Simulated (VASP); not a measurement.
A run of VASP 6.6.1 is set up as follows.

The input INCAR:

```
PREC     = Accurate       # precision mode
ENCUT    = 520            # plane-wave cutoff, eV
EDIFF    = 1E-6           # SCF threshold, eV
ISMEAR   = 0              # smearing method
SIGMA    = 0.1            # smearing width, eV
LREAL    = F              # projectors in reciprocal space
LASPH    = T              # aspherical terms in the spheres
NELM     = 60             # most SCF steps
ALGO     = Normal         # electronic algorithm
ISIF     = 2              # what is computed and relaxed
LWAVE    = F              # write WAVECAR
LCHARG   = F              # write CHGCAR
GGA      = PE             # functional
NBANDS   = 11             # bands
```

The input KPOINTS:

```
regular mesh
0
Gamma
  15 15 12
```

Contents of POSCAR:

```
MgB2
1.0
    3.0728984616      0.0000000000      0.0000000000
   -1.5364492308      2.6612081310      0.0000000000
    0.0000000000      0.0000000000      3.5320019510
Mg B
1 2
Direct
    0.0000000000      0.0000000000      0.0000000000
    0.3333333333      0.6666666667      0.5000000000
    0.6666666667      0.3333333333      0.5000000000
```

Potentials or basis: VASP PAW PBE potentials, release 64 (Mg, B).

Launch:

```bash
$ cat potpaw_PBE.64/Mg/POTCAR potpaw_PBE.64/B/POTCAR > POTCAR
$ mpirun -np 1 vasp_std > vasp.out
```

(1) Predict the pressure.

(2) Estimate the band gap on the k mesh.

Results:

(1) -0.3 GPa.

(2) zero (band 4 reaches 7.07 eV, above the bottom of band 5 at 3.30 eV).
